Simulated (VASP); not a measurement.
Wanted: the native input for a VASP 6.6.1 run.

| Item | Value |
| --- | --- |
| Task | single point |
| Functional | PBE |
| Potentials or basis | VASP PAW PBE potentials, release 64 (Mn_pv, Si) |
| Cutoff | 520 eV |
| k mesh | 6 × 6 × 6 |
| Occupations | gaussian, width 0.1 eV |
| Spin | collinear spin, ferromagnetic start |
| Starting moments | [4.0, 0.0] μB |
| Dipole correction | no |
| Further INCAR settings | ALGO = Normal; EDIFF = 1e-07; NBANDS = 20 |

The structure of MnSi lies in POSCAR:

```
MnSi
1.0
   -1.9325313600      1.9325313600      2.2930131300
    1.9325313600     -1.9325313600      2.2930131300
    1.9325313600      1.9325313600     -2.2930131300
Mn Si
1 1
Direct
    0.5000000000      0.5000000000      0.0000000000
    0.0000000000      0.0000000000      0.0000000000
```

The cell was built from a structure type or drawn by symmetry, and may not be a known phase.

These files were run (other wordings do the same):

INCAR

```
SYSTEM = MnSi
ALGO = Normal ; EDIFF = 1E-7
ENCUT = 520 ; GGA = PE
ISIF = 2 ; ISMEAR = 0
ISPIN = 2 ; LASPH = .TRUE.
LCHARG = .TRUE. ; LELF = .TRUE.
LMAXMIX = 4 ; LORBIT = 11
LREAL = .FALSE. ; LVHAR = .TRUE.
LWAVE = .FALSE. ; MAGMOM = 4 0
NBANDS = 20 ; NELM = 150
PREC = Accurate ; SIGMA = 0.1
```

KPOINTS

```
k-points
0
G
  6 6 6
  0 0 0
```

Potentials or basis: VASP PAW PBE potentials, release 64 (Mn_pv, Si).

Run with:

```sh
$ cat potpaw_PBE.64/Mn_pv/POTCAR potpaw_PBE.64/Si/POTCAR > POTCAR
$ mpirun -np 1 vasp_std > vasp.out
```

It gave:

| Item | Value |
| --- | --- |
| Pressure | -6.4 GPa |
| Net moment | 2.92 μB per cell |
| Site moments | Mn +3.08; Si -0.15 μB |
| Valence electrons inside the program's atomic spheres | Mn 11.62; Si 1.64 |

Caveat: the cell stands under tension.

Wall time 21 s on 1 thread of Intel(R) Xeon(R) 6975P-C (Granite Rapids), on a shared host, peak memory 0.18 GiB.
